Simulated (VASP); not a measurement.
# Si3Bi2Te2 (Fmm2) in VASP: single point with PBE

Aim: the single point of Si3Bi2Te2 with PBE.

Everything below comes from runs of VASP 6.6.1. Logs are shortened: lines on timing, memory, paths and dates and some standing lists are left out, and cuts for length are marked.

### Step 1. The cell of the first run

It takes space group Fmm2 (No. 42, orthorhombic). Conventional cell: a = 7.848 Å, b = 12.307 Å, c = 9.262 Å, α = 90.00°, β = 90.00°, γ = 90.00°. Si (site symmetry mm2) has 2 Si at 2.46 Å and 4 Bi at 2.78 to 3.33 Å within 3.4 Å. Si (site symmetry m) has 1 Si at 2.46 Å and 2 Te at 2.72 Å within 3.3 Å. Within 3.8 Å of Bi (site symmetry m) lie 4 Si at 2.78 to 3.74 Å and 1 Bi at 3.05 Å and 2 Te at 3.15 Å. Within 3.6 Å of Te (site symmetry 2) lie 4 Si at 2.72 to 3.51 Å and 2 Bi at 3.15 Å.

### Step 2. Single point, PBE

The input, INCAR:

```
SYSTEM = Si3Bi2Te2
PREC = Accurate
ENCUT = 520
EDIFF = 1E-6
ISMEAR = 0
SIGMA = 0.1
LREAL = .FALSE.
LASPH = .TRUE.
NELM = 80
ALGO = Normal
ISIF = 2
LWAVE = .FALSE.
LCHARG = .TRUE.
GGA = PE
LELF = .TRUE.
LVHAR = .TRUE.
NBANDS = 36
```

The input, KPOINTS:

```
regular mesh
0
G
  6 6 6
  0 0 0
```

The input, POSCAR:

```
Si3Bi2Te2
1.0
    0.0000000000      6.1536700989      4.6309715970
    3.9237725710      0.0000000000      4.6309715970
    3.9237725710      6.1536700989      0.0000000000
Si Bi Te
3 2 2
Direct
    0.5145734742      0.5145734742      0.4854265258
    0.3187837238      0.7192618168      0.2807381832
    0.7192618168      0.3187837238      0.6812162762
    0.4584311921      0.0696415566      0.5415688079
    0.0696415566      0.4584311921      0.9303584434
    0.7112318419      0.7112318419      0.7887681581
    0.2112318419      0.2112318419      0.2887681581
```

Potentials or basis: VASP PAW PBE potentials, release 64 (Si, Bi_d, Te).

Run with:

```bash
$ cat potpaw_PBE.64/Si/POTCAR potpaw_PBE.64/Bi_d/POTCAR potpaw_PBE.64/Te/POTCAR > POTCAR
$ mpirun -np 1 vasp_std > vasp.out
```

OUTCAR:

```text
SYSTEM = Si3Bi2Te2
   PREC = Accurate
   ENCUT = 520
   EDIFF = 1E-6
   ISMEAR = 0
   LREAL = .FALSE.
   LASPH = .TRUE.
   NELM = 80
   ISIF = 2
   GGA = PE

 ion  position               nearest neighbor table
   1  0.515  0.515  0.485-   2 2.46   3 2.46   4 2.78   5 2.78   5 3.33   4 3.33
   2  0.319  0.719  0.281-   1 2.46   6 2.72   7 2.72
   3  0.719  0.319  0.681-   1 2.46   7 2.72   6 2.72
   4  0.458  0.070  0.542-   1 2.78   5 3.05   7 3.15   6 3.15   1 3.33
   5  0.070  0.458  0.930-   1 2.78   4 3.05   6 3.15   7 3.15   1 3.33
   6  0.711  0.711  0.789-   2 2.72   3 2.72   5 3.15   4 3.15
   7  0.211  0.211  0.289-   3 2.72   2 2.72   4 3.15   5 3.15

  LATTYP: Found a face centered orthorhombic cell.
 ALAT       =     7.8475451420
 B/A-ratio  =     1.1802344589
 C/A-ratio  =     1.5683044793

  Lattice vectors:

 A1 = (   0.0000000000,   6.1536700989,  -4.6309715970)
 A2 = (   3.9237725710,   6.1536700989,   0.0000000000)
 A3 = (   3.9237725710,   0.0000000000,  -4.6309715970)

Analysis of symmetry for initial positions (statically):
=====================================================================
 Subroutine PRICEL returns:
 Original cell was already a primitive cell.

 Routine SETGRP: Setting up the symmetry group for a
 face centered orthorhombic supercell.

 Subroutine GETGRP returns: Found  4 space group operations
 (whereof  4 operations were pure point group operations)
 out of a pool of  8 trial point group operations.

The static configuration has the point symmetry C_2v.

Analysis of symmetry for dynamics (positions and initial velocities):
=====================================================================
 Subroutine PRICEL returns:
 Original cell was already a primitive cell.

 Routine SETGRP: Setting up the symmetry group for a
 face centered orthorhombic supercell.

 Subroutine GETGRP returns: Found  4 space group operations
 (whereof  4 operations were pure point group operations)
 out of a pool of  8 trial point group operations.

The dynamic configuration has the point symmetry C_2v.

 Subroutine INISYM returns: Found  4 space group operations
 (whereof  4 operations are pure point group operations),
 and found     1 'primitive' translations

----------------------------------------------------------------------------------------

                                     Primitive cell

  volume of cell :     223.6352

  direct lattice vectors                    reciprocal lattice vectors
     0.000000000  6.153670099  4.630971597    -0.127428385  0.081252325  0.107968704
     3.923772571  0.000000000  4.630971597     0.127428385 -0.081252325  0.107968704
     3.923772571  6.153670099  0.000000000     0.127428385  0.081252325 -0.107968704

  length of vectors
     7.701529304  6.069751982  7.298194768     0.185734150  0.185734150  0.185734150

  position of ions in fractional coordinates (direct lattice)
     0.514573474  0.514573474  0.485426526
     0.318783724  0.719261817  0.280738183
     0.719261817  0.318783724  0.681216276
     0.458431192  0.069641557  0.541568808
     0.069641557  0.458431192  0.930358443
     0.711231842  0.711231842  0.788768158
     0.211231842  0.211231842  0.288768158

  ion indices of the primitive-cell ions
   primitive index   ion index
                 1           1
                 2           2
                 3           3
                 4           4
                 5           5
                 6           6
                 7           7

----------------------------------------------------------------------------------------

 KPOINTS: regular mesh

Automatic generation of k-mesh.
 Grid dimensions read from file:
 generate k-points for:    6    6    6

 Generating k-lattice:

  Cartesian coordinates                     Fractional coordinates (reciprocal lattice)
    -0.021238064  0.013542054  0.017994784     0.166666667  0.000000000  0.000000000
     0.021238064 -0.013542054  0.017994784     0.000000000  0.166666667  0.000000000
     0.021238064  0.013542054 -0.017994784     0.000000000  0.000000000  0.166666667

  Length of vectors
     0.030955692  0.030955692  0.030955692

  Shift w.r.t. Gamma in fractional coordinates (k-lattice)
     0.000000000  0.000000000  0.000000000

 Subroutine IBZKPT returns following result:
 ===========================================

 Found     46 irreducible k-points:

 Following reciprocal coordinates:
            Coordinates               Weight
  0.000000  0.000000  0.000000      1.000000
  0.166667 -0.000000  0.000000      8.000000
  0.333333  0.000000 -0.000000      8.000000
  0.500000 -0.000000 -0.000000      4.000000
  0.166667  0.166667  0.000000      2.000000
  0.333333  0.166667 -0.000000      8.000000
[... 16 lines left out ...]
 -0.166667  0.166667  0.166667      8.000000
  0.500000  0.333333  0.166667      4.000000
 [... further k-points ...]
   k-points           NKPTS =     46   k-points in BZ     NKDIM =     46   number of bands    NBANDS=     36
   number of dos      NEDOS =    301   number of ions     NIONS =      7
   total plane-waves  NPLWV = 155520
   dimension x,y,z NGX =    60 NGY =   48 NGZ =   54
   dimension x,y,z NGXF=   120 NGYF=   96 NGZF=  108
   ions per type =               3   2   2
   NGX,Y,Z   is equivalent  to a cutoff of  12.95, 13.15, 12.30 a.u.
   NGXF,Y,Z  is equivalent  to a cutoff of  25.90, 26.29, 24.60 a.u.
 SYSTEM =  Si3Bi2Te2
   PREC   = accura    normal or accurate (medium, high low for compatibility)
   ISTART =      0    job   : 0-new  1-cont  2-samecut
   ICHARG =      2    charge: 1-file 2-atom 10-const
   ISPIN  =      1    spin polarized calculation?
   LNONCOLLINEAR =      F non collinear calculations
   LSORBIT =      F    spin-orbit coupling
   LASPH  =      T    aspherical Exc in radial PAW
   ENCUT  =  520.0 eV  38.22 Ry    6.18 a.u.  14.32 11.29 13.57*2*pi/ulx,y,z
   NELM   =     80;   NELMIN=  2; NELMDL= -5     # of ELM steps
   EDIFF  = 0.1E-05   stopping-criterion for ELM
   LREAL  =      F    real-space projection
   EDIFFG = 0.1E-04   stopping-criterion for IOM
   NSW    =      0    number of steps for IOM
   IBRION =     -1    ionic relax: 0-MD 1-quasi-New 2-CG
   NFREE  =      0    steps in history (QN), initial steepest desc. (CG)
   ISIF   =      2    stress and relaxation
   ISYM   =      2    0-nonsym 1-usesym 2-fastsym
   POTIM  = 0.5000    time-step for ionic-motion
   TEBEG  =    0.0;   TEEND  =   0.0 temperature during run
   PSTRESS=    0.0 pullay stress
   NELECT =      54.0000    total number of electrons
   NUPDOWN=      -1.0000    fix difference up-down
   EMIN   =  10.00;   EMAX   =-10.00  energy-range for DOS
   EFERMI =   0.00;   METHOD = LEGACY
   ISMEAR =     0;   SIGMA  =   0.10  broadening in eV -4-tet -1-fermi 0-gaus
   EFERMI_NEDOS =   21; number of points for ismear=-14 and -15
   IALGO  =     38    algorithm
   IMIX   =      4    mixing-type and parameters
     AMIX     =   0.40;   BMIX     =  1.00
     AMIX_MAG =   1.60;   BMIX_MAG =  1.00
  volume/ion in A,a.u.               =      31.95       215.59
  Fermi-wavevector in a.u.,A,eV,Ry     =   1.019435  1.926452 14.139812  1.039247
  Thomas-Fermi vector in A             =   2.152948
   LORBIT       =      0    0 simple, 1 ext, 2 COOP (PROOUT), +10 PAW based schemes
   GGA     = PE    functional components
   LHFCALC =     F    Hartree Fock is set to
   AEXX    =    0.0000 exact exchange contribution
   IVDW    =     0    specifies the selected vdW correction
   LEPSILON=     F    determine dielectric tensor
   LRPA    =     F    only Hartree local field effects (RPA)
 non-spin polarized calculation
 Gauss-broadening in eV      SIGMA  =   0.10
  energy-cutoff  :      520.00
  volume of cell :      223.64
 maximum number of plane-waves:      6073
 NGX is ok and might be reduce to    60
   NGX = 29   NGY = 23   NGZ = 27

 number of electron      54.0000002 magnetization

 Free energy of the ion-electron system (eV)
  ---------------------------------------------------
  ext. energy  EPLUGINS =         0.00000000
  ---------------------------------------------------
  free energy    TOTEN  =       -28.21361593 eV

  energy without entropy =      -28.20637789  energy(sigma->0) =      -28.20999691

 E-fermi :   5.0616     XC(G=0):  -8.7393

 val. band max:        5.0292814426   @ k =  -0.1667   0.1667   0.3333
 cond. band min:       5.0972784035   @ k =  -0.3333   0.3333   0.1667
 fundamental gap:      0.0679969609
 Fermi energy:         5.0615595651

 k-point     1 :       0.0000    0.0000    0.0000
  band No.  band energies     occupation
      1     -17.9813      2.00000
      2     -17.9040      2.00000
      3     -17.8395      2.00000
      4     -17.8154      2.00000
      5     -17.8071      2.00000
      6     -17.8030      2.00000
[... 28 lines left out ...]
     35       9.3150      0.00000
     36       9.3626      0.00000

 k-point     2 :       0.1667   -0.0000    0.0000
  band No.  band energies     occupation
      1     -17.9807      2.00000
      2     -17.9039      2.00000
      3     -17.8400      2.00000
      4     -17.8155      2.00000
      5     -17.8064      2.00000
      6     -17.8032      2.00000
[... 28 lines left out ...]
     35       8.9673      0.00000
     36       9.4694      0.00000

 k-point     3 :       0.3333    0.0000   -0.0000
  band No.  band energies     occupation
      1     -17.9797      2.00000
      2     -17.9036      2.00000
      3     -17.8409      2.00000
      4     -17.8157      2.00000
      5     -17.8052      2.00000
      6     -17.8036      2.00000
[... 28 lines left out ...]
     35       8.6613      0.00000
     36       8.8027      0.00000

 k-point     4 :       0.5000   -0.0000   -0.0000
  band No.  band energies     occupation
      1     -17.9792      2.00000
      2     -17.9035      2.00000
      3     -17.8413      2.00000
      4     -17.8158      2.00000
      5     -17.8045      2.00000
      6     -17.8037      2.00000
[... 28 lines left out ...]
     35       8.4680      0.00000
     36       8.6475      0.00000

 k-point     5 :       0.1667    0.1667    0.0000
  band No.  band energies     occupation
      1     -17.9812      2.00000
      2     -17.9040      2.00000
      3     -17.8400      2.00000
      4     -17.8154      2.00000
      5     -17.8061      2.00000
      6     -17.8034      2.00000
[... 655 lines left out ...]
 k-point    22 :      -0.3333    0.1667    0.1667
  band No.  band energies     occupation
      1     -17.9795      2.00000
      2     -17.9036      2.00000
      3     -17.8416      2.00000
      4     -17.8157      2.00000
      5     -17.8042      2.00000
      6     -17.8039      2.00000
[... 28 lines left out ...]
     35       8.3920      0.00000
     36       8.5774      0.00000

 k-point    23 :      -0.1667    0.1667    0.1667
  band No.  band energies     occupation
      1     -17.9792      2.00000
      2     -17.9035      2.00000
      3     -17.8414      2.00000
      4     -17.8158      2.00000
      5     -17.8045      2.00000
      6     -17.8038      2.00000
[... 28 lines left out ...]
     35       8.4811      0.00000
     36       8.8467      0.00000

 k-point    24 :       0.5000    0.3333    0.1667
  band No.  band energies     occupation
      1     -17.9809      2.00000
      2     -17.9041      2.00000
      3     -17.8411      2.00000
      4     -17.8153      2.00000
      5     -17.8042      2.00000
      6     -17.8041      2.00000
[... 28 lines left out ...]
     35       7.7495      0.00000
     36       8.3747      0.00000

 [... further k-points ...]

------------------------ aborting loop because EDIFF is reached ----------------------------------------

  FORCE on cell =-STRESS in cart. coord.  units (eV):
  Direction    XX          YY          ZZ          XY          YZ          ZX
  --------------------------------------------------------------------------------------
  -------------------------------------------------------------------------------------
  Total       -0.0156791     -0.0576798     -0.0107842      0.0000000      0.0000000      0.0000000
  in kB       -0.1123287     -0.4132323     -0.0772605      0.0000000      0.0000000      0.0000000
  external PRESSURE =      -0.2009405 kB  Pullay stress =       0.0000000 kB

 VOLUME and BASIS-vectors are now :
 -----------------------------------------------------------------------------
  energy-cutoff  :      520.00
  volume of cell :      223.64
      direct lattice vectors                 reciprocal lattice vectors
     0.000000000  6.153670099  4.630971597    -0.127428385  0.081252325  0.107968704
     3.923772571  0.000000000  4.630971597     0.127428385 -0.081252325  0.107968704
     3.923772571  6.153670099  0.000000000     0.127428385  0.081252325 -0.107968704

 POSITION                                       TOTAL-FORCE (eV/Angst)
 -----------------------------------------------------------------------------------
      3.92377      6.15367      4.76595         0.000000      0.000000     -0.001651
      3.92377      3.68926      4.80716         0.000000      0.001727     -0.003344
      3.92377      8.61808      4.80716         0.000000     -0.001727     -0.003344
      2.39825      6.15367      2.44549         0.000217      0.000000     -0.000132
      5.44929      6.15367      2.44549        -0.000217      0.000000     -0.000132
      5.88566      9.23051      6.58739        -0.000000      0.000000      0.004301
      1.96189      3.07684      1.95642         0.000000      0.000000      0.004301
 -----------------------------------------------------------------------------------
    total drift:                                0.000009     -0.000013     -0.000448

  FREE ENERGIE OF THE ION-ELECTRON SYSTEM (eV)
  ---------------------------------------------------
  free  energy   TOTEN  =       -28.2136159323 eV

  energy  without entropy=      -28.2063778889  energy(sigma->0) =      -28.20999691
```

Wall time 4.7 min (1 thread of Intel Xeon Platinum 8488C (Sapphire Rapids), shared host); peak memory 0.62 GiB.

What came out:

```yaml
Free_energy: -28.2136 eV
Pressure: 0.0 GPa
Largest_force: 0.004 eV/Å
Band_gap_on_the_k_mesh: zero (bands 27 and 28 overlap by 0.50 eV)
```

Forces on the atoms (eV/Å):
```
Si   0.000  0.000 -0.002
Si   0.000  0.002 -0.003
Si   0.000 -0.002 -0.003
Bi   0.000  0.000  0.000
Bi   0.000  0.000  0.000
Te   0.000  0.000  0.004
Te   0.000  0.000  0.004
```

Caveat: spin-orbit coupling is left out, which moves the levels of the heavy elements.
